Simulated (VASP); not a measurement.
# AgCl6 (Pm-3m) in VASP: further runs

AgCl6 is run at these levels: PBE; tasks: single point, relaxation of cell and atoms.

Program: VASP 6.6.1. These are calculated values, not measurements. Logs are shortened: lines on timing, memory, paths and dates and some standing lists are left out, and cuts for length are marked.

### Step 1. The cell of the first run

It takes space group Pm-3m (No. 221, cubic). Conventional cell: a = 7.246 Å, b = 7.246 Å, c = 7.246 Å, α = 90.00°, β = 90.00°, γ = 90.00°. Within 2.7 Å of Cl (site symmetry 4mm) lie 1 Cl at 2.06 Å.

The cell was generated, and may not be a known phase.

### Step 2. Single point, PBE

INCAR

```
SYSTEM = AgCl6
PREC = Accurate ; ENCUT = 520
EDIFF = 1E-7 ; ISMEAR = 0
SIGMA = 0.1 ; LREAL = .FALSE.
LASPH = .TRUE. ; NELM = 60
ALGO = Normal ; ISIF = 2
LWAVE = .FALSE. ; LCHARG = .FALSE.
GGA = PE ; NBANDS = 36
```

KPOINTS

```
Automatic mesh
0
G
  4 4 4
  0 0 0
```

POSCAR

```
AgCl6
1.0
    7.2457480229      0.0000000000      0.0000000000
    0.0000000000      7.2457480229      0.0000000000
    0.0000000000      0.0000000000      7.2457480229
Ag Cl
1 6
Direct
    0.0000000000      0.0000000000      0.0000000000
    0.1418436307      0.5000000000      0.5000000000
    0.5000000000      0.1418436307      0.5000000000
    0.8581563693      0.5000000000      0.5000000000
    0.5000000000      0.8581563693      0.5000000000
    0.5000000000      0.5000000000      0.1418436307
    0.5000000000      0.5000000000      0.8581563693
```

Potentials or basis: VASP PAW PBE potentials, release 64 (Ag, Cl).

Run with:

```console
$ cat potpaw_PBE.64/Ag/POTCAR potpaw_PBE.64/Cl/POTCAR > POTCAR
$ mpirun -np 1 vasp_std > vasp.out
```

OUTCAR:

```text
SYSTEM = AgCl6
   PREC = Accurate
   ENCUT = 520
   EDIFF = 1E-7
   ISMEAR = 0
   LREAL = .FALSE.
   LASPH = .TRUE.
   NELM = 60
   ISIF = 2
   GGA = PE

 ion  position               nearest neighbor table
   1  0.000  0.000  0.000-
   2  0.142  0.500  0.500-   4 2.06
   3  0.500  0.142  0.500-   5 2.06
   4  0.858  0.500  0.500-   2 2.06
   5  0.500  0.858  0.500-   3 2.06
   6  0.500  0.500  0.142-   7 2.06
   7  0.500  0.500  0.858-   6 2.06

  LATTYP: Found a simple cubic cell.
 ALAT       =     7.2457480229

  Lattice vectors:

 A1 = (   7.2457480229,   0.0000000000,   0.0000000000)
 A2 = (   0.0000000000,   7.2457480229,   0.0000000000)
 A3 = (   0.0000000000,   0.0000000000,   7.2457480229)

Analysis of symmetry for initial positions (statically):
=====================================================================
 Subroutine PRICEL returns:
 Original cell was already a primitive cell.

 Routine SETGRP: Setting up the symmetry group for a
 simple cubic supercell.

 Subroutine GETGRP returns: Found 48 space group operations
 (whereof 48 operations were pure point group operations)
 out of a pool of 48 trial point group operations.

The static configuration has the point symmetry O_h .

Analysis of symmetry for dynamics (positions and initial velocities):
=====================================================================
 Subroutine PRICEL returns:
 Original cell was already a primitive cell.

 Routine SETGRP: Setting up the symmetry group for a
 simple cubic supercell.

 Subroutine GETGRP returns: Found 48 space group operations
 (whereof 48 operations were pure point group operations)
 out of a pool of 48 trial point group operations.

The dynamic configuration has the point symmetry O_h .

 Subroutine INISYM returns: Found 48 space group operations
 (whereof 48 operations are pure point group operations),
 and found     1 'primitive' translations

----------------------------------------------------------------------------------------

                                     Primitive cell

  volume of cell :     380.4080

  direct lattice vectors                    reciprocal lattice vectors
     7.245748023  0.000000000  0.000000000     0.138011976  0.000000000  0.000000000
     0.000000000  7.245748023  0.000000000     0.000000000  0.138011976  0.000000000
     0.000000000  0.000000000  7.245748023     0.000000000  0.000000000  0.138011976

  length of vectors
     7.245748023  7.245748023  7.245748023     0.138011976  0.138011976  0.138011976

  position of ions in fractional coordinates (direct lattice)
     0.000000000  0.000000000  0.000000000
     0.141843631  0.500000000  0.500000000
     0.500000000  0.141843631  0.500000000
     0.858156369  0.500000000  0.500000000
     0.500000000  0.858156369  0.500000000
     0.500000000  0.500000000  0.141843631
     0.500000000  0.500000000  0.858156369

  ion indices of the primitive-cell ions
   primitive index   ion index
                 1           1
                 2           2
                 3           3
                 4           4
                 5           5
                 6           6
                 7           7

----------------------------------------------------------------------------------------

 KPOINTS: Automatic mesh

Automatic generation of k-mesh.
 Grid dimensions read from file:
 generate k-points for:    4    4    4

 Generating k-lattice:

  Cartesian coordinates                     Fractional coordinates (reciprocal lattice)
     0.034502994  0.000000000  0.000000000     0.250000000  0.000000000  0.000000000
     0.000000000  0.034502994  0.000000000     0.000000000  0.250000000  0.000000000
     0.000000000  0.000000000  0.034502994     0.000000000  0.000000000  0.250000000

  Length of vectors
     0.034502994  0.034502994  0.034502994

  Shift w.r.t. Gamma in fractional coordinates (k-lattice)
     0.000000000  0.000000000  0.000000000

 Subroutine IBZKPT returns following result:
 ===========================================

 Found     10 irreducible k-points:

 Following reciprocal coordinates:
            Coordinates               Weight
  0.000000  0.000000  0.000000      1.000000
  0.250000  0.000000  0.000000      6.000000
  0.500000  0.000000  0.000000      3.000000
  0.250000  0.250000  0.000000     12.000000
  0.500000  0.250000  0.000000     12.000000
  0.500000  0.500000  0.000000      3.000000
  0.250000  0.250000  0.250000      8.000000
  0.500000  0.250000  0.250000     12.000000
  0.500000  0.500000  0.250000      6.000000
  0.500000  0.500000  0.500000      1.000000
   k-points           NKPTS =     10   k-points in BZ     NKDIM =     10   number of bands    NBANDS=     36
   number of dos      NEDOS =    301   number of ions     NIONS =      7
   total plane-waves  NPLWV = 157464
   dimension x,y,z NGX =    54 NGY =   54 NGZ =   54
   dimension x,y,z NGXF=   108 NGYF=  108 NGZF=  108
   ions per type =               1   6
   NGX,Y,Z   is equivalent  to a cutoff of  12.39, 12.39, 12.39 a.u.
   NGXF,Y,Z  is equivalent  to a cutoff of  24.78, 24.78, 24.78 a.u.
 SYSTEM =  AgCl6
   PREC   = accura    normal or accurate (medium, high low for compatibility)
   ISTART =      0    job   : 0-new  1-cont  2-samecut
   ICHARG =      2    charge: 1-file 2-atom 10-const
   ISPIN  =      1    spin polarized calculation?
   LNONCOLLINEAR =      F non collinear calculations
   LSORBIT =      F    spin-orbit coupling
   LASPH  =      T    aspherical Exc in radial PAW
   ENCUT  =  520.0 eV  38.22 Ry    6.18 a.u.  13.47 13.47 13.47*2*pi/ulx,y,z
   NELM   =     60;   NELMIN=  2; NELMDL= -5     # of ELM steps
   EDIFF  = 0.1E-06   stopping-criterion for ELM
   LREAL  =      F    real-space projection
   EDIFFG = 0.1E-05   stopping-criterion for IOM
   NSW    =      0    number of steps for IOM
   IBRION =     -1    ionic relax: 0-MD 1-quasi-New 2-CG
   NFREE  =      0    steps in history (QN), initial steepest desc. (CG)
   ISIF   =      2    stress and relaxation
   ISYM   =      2    0-nonsym 1-usesym 2-fastsym
   POTIM  = 0.5000    time-step for ionic-motion
   TEBEG  =    0.0;   TEEND  =   0.0 temperature during run
   PSTRESS=    0.0 pullay stress
   NELECT =      53.0000    total number of electrons
   NUPDOWN=      -1.0000    fix difference up-down
   EMIN   =  10.00;   EMAX   =-10.00  energy-range for DOS
   EFERMI =   0.00;   METHOD = LEGACY
   ISMEAR =     0;   SIGMA  =   0.10  broadening in eV -4-tet -1-fermi 0-gaus
   EFERMI_NEDOS =   21; number of points for ismear=-14 and -15
   IALGO  =     38    algorithm
   IMIX   =      4    mixing-type and parameters
     AMIX     =   0.40;   BMIX     =  1.00
     AMIX_MAG =   1.60;   BMIX_MAG =  1.00
  volume/ion in A,a.u.               =      54.34       366.73
  Fermi-wavevector in a.u.,A,eV,Ry     =   0.848692  1.603796  9.799984  0.720279
  Thomas-Fermi vector in A             =   1.964396
   LORBIT       =      0    0 simple, 1 ext, 2 COOP (PROOUT), +10 PAW based schemes
   GGA     = PE    functional components
   LHFCALC =     F    Hartree Fock is set to
   AEXX    =    0.0000 exact exchange contribution
   IVDW    =     0    specifies the selected vdW correction
   LEPSILON=     F    determine dielectric tensor
   LRPA    =     F    only Hartree local field effects (RPA)
 non-spin polarized calculation
 Gauss-broadening in eV      SIGMA  =   0.10
  energy-cutoff  :      520.00
  volume of cell :      380.41
 maximum number of plane-waves:     10280
 NGX is ok and might be reduce to    54
   NGX = 27   NGY = 27   NGZ = 27

 number of electron      52.9999986 magnetization

 Free energy of the ion-electron system (eV)
  ---------------------------------------------------
  ext. energy  EPLUGINS =         0.00000000
  ---------------------------------------------------
  free energy    TOTEN  =       -11.04402258 eV

  energy without entropy =      -10.98666066  energy(sigma->0) =      -11.01534162

 E-fermi :  -1.5742     XC(G=0):  -5.3916

 val. band max:       -1.5940266030   @ k =   0.2500   0.0000   0.0000
 cond. band min:      -1.5613914686   @ k =   0.2500   0.2500   0.0000
 fundamental gap:      0.0326351344
 Fermi energy:        -1.5742009988

 k-point     1 :       0.0000    0.0000    0.0000
  band No.  band energies     occupation
      1     -19.2684      2.00000
      2     -19.1624      2.00000
      3     -19.1624      2.00000
      4     -15.5271      2.00000
      5     -15.5271      2.00000
      6     -15.5271      2.00000
[... 28 lines left out ...]
     35       4.0629      0.00000
     36       4.0629      0.00000

 k-point     2 :       0.2500    0.0000    0.0000
  band No.  band energies     occupation
      1     -19.2553      2.00000
      2     -19.1758      2.00000
      3     -19.1624      2.00000
      4     -15.5284      2.00000
      5     -15.5270      2.00000
      6     -15.5270      2.00000
[... 28 lines left out ...]
     35       4.3253      0.00000
     36       4.8398      0.00000

 k-point     3 :       0.5000    0.0000    0.0000
  band No.  band energies     occupation
      1     -19.2344      2.00000
      2     -19.1971      2.00000
      3     -19.1624      2.00000
      4     -15.5298      2.00000
      5     -15.5270      2.00000
      6     -15.5270      2.00000
[... 28 lines left out ...]
     35       4.8217      0.00000
     36       5.6700      0.00000
[... 196 lines left out ...]
 k-point     9 :       0.5000    0.5000    0.2500
  band No.  band energies     occupation
      1     -19.1981      2.00000
      2     -19.1970      2.00000
      3     -19.1970      2.00000
      4     -15.7089      2.00000
      5     -15.4586      2.00000
      6     -15.4159      2.00000
[... 28 lines left out ...]
     35       5.0009      0.00000
     36       5.0009      0.00000

 k-point    10 :       0.5000    0.5000    0.5000
  band No.  band energies     occupation
      1     -19.1970      2.00000
      2     -19.1970      2.00000
      3     -19.1970      2.00000
      4     -15.7509      2.00000
      5     -15.4159      2.00000
      6     -15.4159      2.00000
[... 28 lines left out ...]
     35       4.5065      0.00000
     36       4.5065      0.00000

------------------------ aborting loop because EDIFF is reached ----------------------------------------

  FORCE on cell =-STRESS in cart. coord.  units (eV):
  Direction    XX          YY          ZZ          XY          YZ          ZX
  --------------------------------------------------------------------------------------
  -------------------------------------------------------------------------------------
  Total       -0.3188632     -0.3188632     -0.3188632     -0.0000000      0.0000000      0.0000000
  in kB       -1.3429670     -1.3429670     -1.3429670     -0.0000000      0.0000000      0.0000000
  external PRESSURE =      -1.3429670 kB  Pullay stress =       0.0000000 kB

 VOLUME and BASIS-vectors are now :
 -----------------------------------------------------------------------------
  energy-cutoff  :      520.00
  volume of cell :      380.41
      direct lattice vectors                 reciprocal lattice vectors
     7.245748023  0.000000000  0.000000000     0.138011976  0.000000000  0.000000000
     0.000000000  7.245748023  0.000000000     0.000000000  0.138011976  0.000000000
     0.000000000  0.000000000  7.245748023     0.000000000  0.000000000  0.138011976

 POSITION                                       TOTAL-FORCE (eV/Angst)
 -----------------------------------------------------------------------------------
      0.00000      0.00000      0.00000         0.000000     -0.000000      0.000000
      1.02776      3.62287      3.62287        -0.156311     -0.000000      0.000000
      3.62287      1.02776      3.62287         0.000000     -0.156311      0.000000
      6.21798      3.62287      3.62287         0.156311     -0.000000      0.000000
      3.62287      6.21798      3.62287        -0.000000      0.156311      0.000000
      3.62287      3.62287      1.02776         0.000000     -0.000000     -0.156311
      3.62287      3.62287      6.21798        -0.000000     -0.000000      0.156311
 -----------------------------------------------------------------------------------
    total drift:                                0.000000      0.000000      0.000000

  FREE ENERGIE OF THE ION-ELECTRON SYSTEM (eV)
  ---------------------------------------------------
  free  energy   TOTEN  =       -11.0440225777 eV

  energy  without entropy=      -10.9866606570  energy(sigma->0) =      -11.01534162
```

It took 4.9 min on 1 thread of AMD EPYC 7R43 (Zen 3), shared host; peak memory 0.37 GiB.

What came out:

- Free energy: -11.0440 eV
- Pressure: -0.1 GPa
- Largest force: 0.156 eV/Å
- Band gap on the k mesh: zero (an odd number of electrons rules out a gap without spin polarisation)

Forces in eV/Å, atoms in the order of the input:
```
Ag   0.000  0.000  0.000
Cl  -0.156  0.000  0.000
Cl   0.000 -0.156  0.000
Cl   0.156  0.000  0.000
Cl   0.000  0.156  0.000
Cl   0.000  0.000 -0.156
Cl   0.000  0.000  0.156
```

Caveat: an odd number of electrons without spin polarisation forces a metal; a magnetic or distorted state may lie lower.

### Step 3. Relaxation of cell and atoms, PBE

This run uses another cell than the first one, of 25.93 Å³/atom.

INCAR

```
PREC = Accurate ; ENCUT = 600
EDIFF = 1E-7 ; ISMEAR = 0
SIGMA = 0.1 ; LREAL = False
LASPH = True ; NELM = 60
ALGO = Normal ; ISIF = 3
LWAVE = False ; LCHARG = False
GGA = PE ; IBRION = 2
NSW = 90 ; EDIFFG = -0.04
```

KPOINTS

```
regular mesh
0
Gamma
  4 4 4
```

POSCAR

```
AgCl6
1.0
    5.6622094200      0.0000000000      0.0000000000
    0.0000000000      5.6622094200      0.0000000000
    0.0000000000      0.0000000000      5.6622094200
Ag Cl
1 6
Direct
    0.0000000000      0.0000000000      0.0000000000
    0.2070000000      0.5000000000      0.5000000000
    0.5000000000      0.2070000000      0.5000000000
    0.7930000000      0.5000000000      0.5000000000
    0.5000000000      0.7930000000      0.5000000000
    0.5000000000      0.5000000000      0.2070000000
    0.5000000000      0.5000000000      0.7930000000
```

Potentials or basis: VASP PAW PBE potentials, release 64 (Ag, Cl).

Run with:

```console
$ cat potpaw_PBE.64/Ag/POTCAR potpaw_PBE.64/Cl/POTCAR > POTCAR
$ mpirun -np 1 vasp_std > vasp.out
```

It took 20 min on 1 thread of AMD EPYC 7R43 (Zen 3), shared host; peak memory 0.32 GiB.

It converged, with:

```
Free energy                           : -10.9773 eV
Relaxed volume                        : 53.71 Å³/atom
Relaxed cell                          : a = 7.217 Å, b = 7.217 Å, c = 7.217 Å, α = 90.00°, β = 90.00°, γ = 90.00°
Space group after relaxing (to 0.1 Å) : Pm-3m (No. 221)
Energy gained by relaxing             : 1407.0 meV/atom
Ionic steps                           : 13
Pressure after relaxing               : 0.0 GPa
Band gap on the k mesh                : zero (an odd number of electrons rules out a gap without spin polarisation)
```

Forces in eV/Å, atoms in the order of the input:
```
Ag   0.000  0.000  0.000
Cl  -0.002  0.000  0.000
Cl   0.000 -0.002  0.000
Cl   0.002  0.000  0.000
Cl   0.000  0.002  0.000
Cl   0.000  0.000 -0.002
Cl   0.000  0.000  0.002
```

The path:
| step | energy change (eV) | largest force (eV/Å) | pressure (GPa) | volume (Å³) |
| --- | --- | --- | --- | --- |
| 1 | 0.0000 | 7.0851 | 23.05 | 181.53 |
| 2 | -9.4923 | 1.2193 | 2.44 | 298.24 |
| 3 | -9.4996 | 0.9374 | 2.38 | 292.23 |
| 4 | -9.4981 | 1.0907 | 2.41 | 295.52 |
| 5 | -9.6962 | 0.7190 | -0.28 | 326.86 |
| 6 | -9.7375 | 0.2856 | 0.39 | 316.66 |
| 7 | -9.7678 | 0.2452 | 0.29 | 323.66 |
| 8 | -9.8261 | 0.1235 | 0.11 | 345.27 |
| 9 | -9.8417 | 0.1798 | 0.10 | 391.33 |
| 10 | -9.8476 | 0.0910 | 0.08 | 377.58 |
| 11 | -9.8480 | 0.0696 | 0.08 | 374.12 |
| 12 | -9.8453 | 0.1522 | -0.16 | 379.95 |
| 13 | -9.8487 | 0.0022 | 0.00 | 375.95 |

Final structure:
```
Ag Cl
1.0
     7.21734    0.00000    0.00000
     0.00000    7.21734    0.00000
     0.00000    0.00000    7.21734
Ag Cl
1 6
Direct
  0.00000 0.00000 0.00000
  0.14147 0.50000 0.50000
  0.50000 0.14147 0.50000
  0.85853 0.50000 0.50000
  0.50000 0.85853 0.50000
  0.50000 0.50000 0.14147
  0.50000 0.50000 0.85853
```

Levels at points of the mesh, in eV from the Fermi level:
```
           k point  band 23  band 24  band 25  band 26  band 27  band 28  band 29  band 30
(0.00, 0.00, 0.00)    -2.43    -1.53    -1.53    -1.53    -0.07     0.85     0.85     0.85
(0.50, 0.00, 0.00)    -2.03    -1.95    -1.95    -1.53     0.03     0.75     0.90     0.90
(0.50, 0.50, 0.00)    -1.98    -1.95    -1.95    -1.87     0.07     0.15     0.95     1.43
(0.50, 0.50, 0.50)    -2.08    -1.87    -1.87    -1.87    -0.43     0.06     1.43     1.43
```

Caveat: the volume moved by over 15 % at a fixed basis, so the end points are rough; an odd number of electrons without spin polarisation forces a metal; a magnetic or distorted state may lie lower.

The gap in the log of VASP goes by the Fermi energy; the results here count the filled bands.